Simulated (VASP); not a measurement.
# MgO in VASP: a series of runs, part 2 of 2

VASP 6.6.1. Earlier steps stand in the parts before.

**3. Single point, r2SCAN (strain along [111] -1.1%)**

Contents of POSCAR:

```
MgO
1.0
    2.6136427367     -0.0097063918     -0.0097063918
   -0.0097063918      2.6136427367     -0.0097063918
   -0.0097063918     -0.0097063918      2.6136427367
Mg O
1 1
Direct
    0.0000000000      0.0000000000      0.0000000000
    0.5000000000      0.5000000000      0.5000000000
```

Contents of INCAR.step1:

```
ALGO = Normal ; EDIFF = 1E-5
ENCUT = 920 ; GGA = PE
GGA_COMPAT = F ; ISMEAR = 0
LASPH = T ; LCHARG = F
LREAL = F ; LWAVE = T
NBANDS = 15 ; NELM = 120
PREC = Accurate ; SIGMA = 0.01
```

Contents of INCAR.step2:

```
ALGO = Normal ; EDIFF = 1E-6
ENCUT = 920 ; GGA_COMPAT = F
ISIF = 2 ; ISMEAR = 0
ISTART = 1 ; LASPH = T
LCHARG = T ; LELF = T
LMIXTAU = T ; LREAL = F
LVHAR = T ; LWAVE = F
METAGGA = R2SCAN ; NBANDS = 15
NELM = 120 ; PREC = Accurate
SIGMA = 0.01
```

Contents of KPOINTS:

```
k-points
0
Gamma
  10 10 10
```

Potentials or basis: VASP PAW PBE potentials, release 64 (Mg_sv, O).

Run with:

```
cat potpaw_PBE.64/Mg_sv/POTCAR potpaw_PBE.64/O/POTCAR > POTCAR
cp INCAR.step1 INCAR
mpirun -np 1 vasp_std > vasp.out
cp INCAR.step2 INCAR
mpirun -np 1 vasp_std > vasp.out
```

OUTCAR:

```text
EDIFF = 1E-6
   ENCUT = 920
   ISIF = 2
   ISMEAR = 0
   ISTART = 1
   LASPH = T
   LREAL = F
   METAGGA = R2SCAN
   NELM = 120
   PREC = Accurate

 ion  position               nearest neighbor table
   1  0.000  0.000  0.000-
   2  0.500  0.500  0.500-

  LATTYP: Found a trigonal (rhomboedric) cell.
 ALAT       =     2.6136787835
 COS(alpha) =    -0.0074134853

  Lattice vectors:

 A1 = (   2.6136427367,  -0.0097063918,  -0.0097063918)
 A2 = (  -0.0097063918,   2.6136427367,  -0.0097063918)
 A3 = (  -0.0097063918,  -0.0097063918,   2.6136427367)

Analysis of symmetry for initial positions (statically):
=====================================================================
 Subroutine PRICEL returns:
 Original cell was already a primitive cell.

 Routine SETGRP: Setting up the symmetry group for a
 trigonal (rhombohedral) supercell.

 Subroutine GETGRP returns: Found 12 space group operations
 (whereof 12 operations were pure point group operations)
 out of a pool of 12 trial point group operations.

The static configuration has the point symmetry D_3d.

Analysis of symmetry for dynamics (positions and initial velocities):
=====================================================================
 Subroutine PRICEL returns:
 Original cell was already a primitive cell.

 Routine SETGRP: Setting up the symmetry group for a
 trigonal (rhombohedral) supercell.

 Subroutine GETGRP returns: Found 12 space group operations
 (whereof 12 operations were pure point group operations)
 out of a pool of 12 trial point group operations.

The dynamic configuration has the point symmetry D_3d.

 Subroutine INISYM returns: Found 12 space group operations
 (whereof 12 operations are pure point group operations),
 and found     1 'primitive' translations

----------------------------------------------------------------------------------------

                                     Primitive cell

  volume of cell :      17.8534

  direct lattice vectors                    reciprocal lattice vectors
     2.613642737 -0.009706392 -0.009706392     0.382618356  0.001426242  0.001426242
    -0.009706392  2.613642737 -0.009706392     0.001426242  0.382618356  0.001426242
    -0.009706392 -0.009706392  2.613642737     0.001426242  0.001426242  0.382618356

  length of vectors
     2.613678783  2.613678783  2.613678783     0.382623672  0.382623672  0.382623672

  position of ions in fractional coordinates (direct lattice)
     0.000000000  0.000000000  0.000000000
     0.500000000  0.500000000  0.500000000

  ion indices of the primitive-cell ions
   primitive index   ion index
                 1           1
                 2           2

----------------------------------------------------------------------------------------

 KPOINTS: k-points

Automatic generation of k-mesh.
 Grid dimensions read from file:
 generate k-points for:   10   10   10

 Generating k-lattice:

  Cartesian coordinates                     Fractional coordinates (reciprocal lattice)
     0.038261836  0.000142624  0.000142624     0.100000000 -0.000000000  0.000000000
     0.000142624  0.038261836  0.000142624    -0.000000000  0.100000000  0.000000000
     0.000142624  0.000142624  0.038261836     0.000000000  0.000000000  0.100000000

  Length of vectors
     0.038262367  0.038262367  0.038262367

  Shift w.r.t. Gamma in fractional coordinates (k-lattice)
     0.000000000  0.000000000  0.000000000

 Subroutine IBZKPT returns following result:
 ===========================================

 Found    116 irreducible k-points:

 Following reciprocal coordinates:
            Coordinates               Weight
  0.000000  0.000000  0.000000      1.000000
  0.100000  0.000000  0.000000      6.000000
  0.200000  0.000000  0.000000      6.000000
  0.300000  0.000000  0.000000      6.000000
  0.400000  0.000000  0.000000      6.000000
  0.500000  0.000000  0.000000      3.000000
[... 16 lines left out ...]
  0.300000  0.300000  0.000000      6.000000
  0.400000  0.300000  0.000000     12.000000
 [... further k-points ...]
   k-points           NKPTS =    116   k-points in BZ     NKDIM =    116   number of bands    NBANDS=     15
   number of dos      NEDOS =    301   number of ions     NIONS =      2
   total plane-waves  NPLWV =  21952
   dimension x,y,z NGX =    28 NGY =   28 NGZ =   28
   dimension x,y,z NGXF=    56 NGYF=   56 NGZF=   56
   ions per type =               1   1
   NGX,Y,Z   is equivalent  to a cutoff of  17.81, 17.81, 17.81 a.u.
   NGXF,Y,Z  is equivalent  to a cutoff of  35.62, 35.62, 35.62 a.u.
 SYSTEM =  unknown system
   PREC   = accura    normal or accurate (medium, high low for compatibility)
   ISTART =      1    job   : 0-new  1-cont  2-samecut
   ICHARG =      0    charge: 1-file 2-atom 10-const
   ISPIN  =      1    spin polarized calculation?
   LNONCOLLINEAR =      F non collinear calculations
   LSORBIT =      F    spin-orbit coupling
   LASPH  =      T    aspherical Exc in radial PAW
   ENCUT  =  920.0 eV  67.62 Ry    8.22 a.u.   6.46  6.46  6.46*2*pi/ulx,y,z
   NELM   =    120;   NELMIN=  2; NELMDL=  0     # of ELM steps
   EDIFF  = 0.1E-05   stopping-criterion for ELM
   LREAL  =      F    real-space projection
[... 7 lines left out ...]
   TEBEG  =    0.0;   TEEND  =   0.0 temperature during run
   PSTRESS=    0.0 pullay stress
   NELECT =      16.0000    total number of electrons
   NUPDOWN=      -1.0000    fix difference up-down
   EMIN   =  10.00;   EMAX   =-10.00  energy-range for DOS
   EFERMI =   0.00;   METHOD = LEGACY
   ISMEAR =     0;   SIGMA  =   0.01  broadening in eV -4-tet -1-fermi 0-gaus
   EFERMI_NEDOS =   21; number of points for ismear=-14 and -15
   IALGO  =     38    algorithm
   IMIX   =      4    mixing-type and parameters
     AMIX     =   0.40;   BMIX     =  1.00
     AMIX_MAG =   1.60;   BMIX_MAG =  1.00
  volume/ion in A,a.u.               =       8.93        60.24
  Fermi-wavevector in a.u.,A,eV,Ry     =   1.578367  2.982681 33.895402  2.491242
  Thomas-Fermi vector in A             =   2.678908
   LORBIT       =      0    0 simple, 1 ext, 2 COOP (PROOUT), +10 PAW based schemes
   METAGGA = R2SCAN    functional components
   LHFCALC =     F    Hartree Fock is set to
   AEXX    =    0.0000 exact exchange contribution
   IVDW    =     0    specifies the selected vdW correction
   LEPSILON=     F    determine dielectric tensor
   LRPA    =     F    only Hartree local field effects (RPA)
 non-spin polarized calculation
 Gauss-broadening in eV      SIGMA  =   0.01
  energy-cutoff  :      920.00
  volume of cell :       17.85
 maximum number of plane-waves:      1165
 NGX is ok and might be reduce to    28
   NGX = 13   NGY = 13   NGZ = 13

 number of electron      15.9999995 magnetization

 Free energy of the ion-electron system (eV)
  ---------------------------------------------------
  ext. energy  EPLUGINS =         0.00000000
  ---------------------------------------------------
  free energy    TOTEN  =       -14.53874951 eV

  energy without entropy =      -14.53874951  energy(sigma->0) =      -14.53874951

 E-fermi :   4.8076     XC(G=0): -12.4120

 val. band max:        4.6352908922   @ k =   0.5000   0.5000   0.0000
 cond. band min:       8.2620342924   @ k =   0.0000   0.0000   0.0000
 fundamental gap:      3.6267434003
 Fermi energy:         4.8075967023

 k-point     1 :       0.0000    0.0000    0.0000
  band No.  band energies     occupation
      1     -72.9560      2.00000
      2     -38.0089      2.00000
      3     -38.0089      2.00000
      4     -38.0028      2.00000
      5     -15.0109      2.00000
      6       3.5278      2.00000
      7       3.5903      2.00000
      8       3.5903      2.00000
      9       8.2620      0.00000
     10      16.1515      0.00000
     11      16.1515      0.00000
     12      26.7871      0.00000
     13      26.7871      0.00000
     14      27.0316      0.00000
     15      33.8255      0.00000
[... 397 lines left out ...]
 k-point    24 :       0.4000    0.3000    0.0000
  band No.  band energies     occupation
      1     -72.9353      2.00000
      2     -38.1163      2.00000
      3     -38.0790      2.00000
      4     -37.9881      2.00000
      5     -13.3174      2.00000
      6      -0.6226      2.00000
      7       0.8697      2.00000
      8       4.3632      2.00000
      9      12.7226      0.00000
     10      15.5233      0.00000
     11      18.1210      0.00000
     12      22.3796      0.00000
     13      25.0462      0.00000
     14      26.5977      0.00000
     15      29.0129      0.00000

 [... further k-points ...]
[... 5 lines left out ...]
  --------------------------------------------------------------------------------------
  -------------------------------------------------------------------------------------
  Total        0.2793610      0.2793610      0.2793610     -0.0474239     -0.0474239     -0.0474239
  in kB       25.0700792     25.0700792     25.0700792     -4.2558579     -4.2558579     -4.2558579
  external PRESSURE =      25.0700792 kB  Pullay stress =       0.0000000 kB

 VOLUME and BASIS-vectors are now :
 -----------------------------------------------------------------------------
  energy-cutoff  :      920.00
  volume of cell :       17.85
      direct lattice vectors                 reciprocal lattice vectors
     2.613642737 -0.009706392 -0.009706392     0.382618356  0.001426242  0.001426242
    -0.009706392  2.613642737 -0.009706392     0.001426242  0.382618356  0.001426242
    -0.009706392 -0.009706392  2.613642737     0.001426242  0.001426242  0.382618356

 POSITION                                       TOTAL-FORCE (eV/Angst)
 -----------------------------------------------------------------------------------
      0.00000      0.00000      0.00000        -0.000000      0.000000      0.000000
      1.29711      1.29711      1.29711         0.000000     -0.000000      0.000000
 -----------------------------------------------------------------------------------
    total drift:                               -0.000000      0.000000      0.000000

  FREE ENERGIE OF THE ION-ELECTRON SYSTEM (eV)
  ---------------------------------------------------
  free  energy   TOTEN  =       -14.5387495099 eV

  energy  without entropy=      -14.5387495099  energy(sigma->0) =      -14.53874951
```

OSZICAR.step1:

```text
N       E                     dE             d eps       ncg     rms          rms(c)
DAV:   1     0.166878044562E+03    0.16688E+03   -0.14267E+04  3480   0.190E+03
DAV:   2    -0.599743224096E+01   -0.17288E+03   -0.16256E+03  4201   0.460E+02
DAV:   3    -0.119838903100E+02   -0.59865E+01   -0.59553E+01  4398   0.800E+01
DAV:   4    -0.120721468269E+02   -0.88257E-01   -0.88248E-01  3944   0.939E+00
DAV:   5    -0.120736629456E+02   -0.15161E-02   -0.15161E-02  4475   0.986E-01    0.863E+00
DAV:   6    -0.104367321861E+02    0.16369E+01   -0.19814E+00  3536   0.148E+01    0.280E+00
DAV:   7    -0.103947198282E+02    0.42012E-01   -0.13395E-01  4110   0.326E+00    0.167E+00
DAV:   8    -0.103639091961E+02    0.30811E-01   -0.48230E-02  4265   0.233E+00    0.313E-01
DAV:   9    -0.103633058830E+02    0.60331E-03   -0.39231E-03  4068   0.585E-01    0.119E-01
DAV:  10    -0.103634070089E+02   -0.10113E-03   -0.26706E-04  4131   0.235E-01    0.678E-02
DAV:  11    -0.103633915215E+02    0.15487E-04   -0.42924E-05  4166   0.954E-02    0.396E-03
DAV:  12    -0.103633911609E+02    0.36054E-06   -0.18301E-06  2020   0.176E-02
   1 F= -.10363391E+02 E0= -.10363391E+02  d E =0.000000E+00
```

It took 3.5 min on 1 thread of Intel Xeon Platinum 8259CL at 2.50GHz (Skylake/Cascade Lake), shared host; peak memory 0.21 GiB.

What came out:

- Free energy: -14.5387 eV
- Pressure: 2.5 GPa
- Band gap on the k mesh: 3.63 eV (least direct gap 4.67 eV)

Stress tensor (GPa, compression positive):
```
 2.51 -0.43 -0.43
-0.43  2.51 -0.43
-0.43 -0.43  2.51
```

Caveat: the cell differs from its parent crystal (strain along [111] -1.1%); the structure was generated, so it needn't be the stable form of MgO; the PAW data sets were made with another functional, which shifts forces and pressure a little.
